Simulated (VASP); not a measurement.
The system is SnO2.

```xyz
3
Lattice="1.6171 0.9336 4.8006 -1.6171 0.9336 4.8006 0.0000 -1.8673 4.8006" Properties=species:S:1:pos:R:3 pbc="T T T"
Sn    0.0000    0.0000    7.2009
O     0.0000    0.0000   10.9861
O     0.0000    0.0000    3.4157
```

Base run:

```yaml
Program: VASP 6.6.1
Functional: LDA
Potentials_or_basis: VASP PAW LDA potentials, release 64 (Sn_d, O)
Cutoff: 520 eV
k_mesh: 10 × 10 × 10
Occupations: fermi-dirac, width 0.05 eV
Spin: no spin polarisation
```

Its results: band gap on the k mesh 1.77 eV (least direct gap 1.90 eV); pressure -8.5 GPa; largest force 0.618 eV/Å.

Task: The run is repeated on the same cell with these changes: functional from LDA to r2SCAN; potentials or basis from VASP PAW LDA potentials, release 64 (Sn_d, O) to VASP PAW PBE potentials, release 64 (Sn_d, O). What comes out?

Result: Band gap on the k mesh 2.43 eV (least direct gap 2.54 eV); pressure -6.3 GPa; largest force 0.553 eV/Å.

Caveats: the cell stands under tension; spin-orbit coupling is left out, which moves the levels of the heavy elements; the PAW data sets were made with another functional, which shifts forces and pressure a little (at least some runs).

A k mesh can miss the band edges.
